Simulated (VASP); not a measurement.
Set up this calculation in VASP 6.6.1, as the native input.

| Quantity | Value |
| --- | --- |
| Task | single point |
| Functional | PBEsol |
| Potentials or basis | VASP PAW PBE potentials, release 64 (Ga_d, P) |
| Cutoff | 520 eV |
| k mesh | 8 × 8 × 8 |
| Occupations | fermi-dirac, width 0.05 eV |
| Spin | no spin polarisation |
| Dipole correction | no |
| Further INCAR settings | ALGO = Normal; EDIFF = 1e-06; NBANDS = 16 |

The structure of GaP lies in POSCAR:

```
GaP
1.0
    0.0000000000      2.7190858811      2.7190858811
    2.7190858811      0.0000000000      2.7190858811
    2.7190858811      2.7190858811      0.0000000000
Ga P
1 1
Direct
    0.0000000000      0.0000000000      0.0000000000
    0.7500000000      0.7500000000      0.7500000000
```

These files were run (other wordings do the same):

INCAR

```
ALGO     = Normal         # electronic algorithm
EDIFF    = 1E-6           # SCF threshold, eV
ENCUT    = 520            # plane-wave cutoff, eV
GGA      = PS             # functional
ISIF     = 2              # what is computed and relaxed
ISMEAR   = -1             # smearing method
LASPH    = T              # aspherical terms in the spheres
LCHARG   = F              # write CHGCAR
LREAL    = F              # projectors in reciprocal space
LWAVE    = F              # write WAVECAR
NBANDS   = 16             # bands
NELM     = 60             # most SCF steps
PREC     = Accurate       # precision mode
SIGMA    = 0.05           # smearing width, eV
```

KPOINTS

```
k-points
0
Gamma
  8 8 8
```

Potentials or basis: VASP PAW PBE potentials, release 64 (Ga_d, P).

Run with:

```bash
$ cat potpaw_PBE.64/Ga_d/POTCAR potpaw_PBE.64/P/POTCAR > POTCAR
$ mpirun -np 1 vasp_std > vasp.out
```

Results of the run:

The pressure is -0.1 GPa and the band gap on the k mesh is 1.50 eV, indirect (least direct gap 1.81 eV).

Caveat: the PAW data sets were made with another functional, which shifts forces and pressure a little.

Run time: 18 s on 1 thread of Intel(R) Xeon(R) Platinum 8259CL CPU @ 2.50GHz (Skylake/Cascade Lake), on a shared host, peak memory 0.17 GiB.
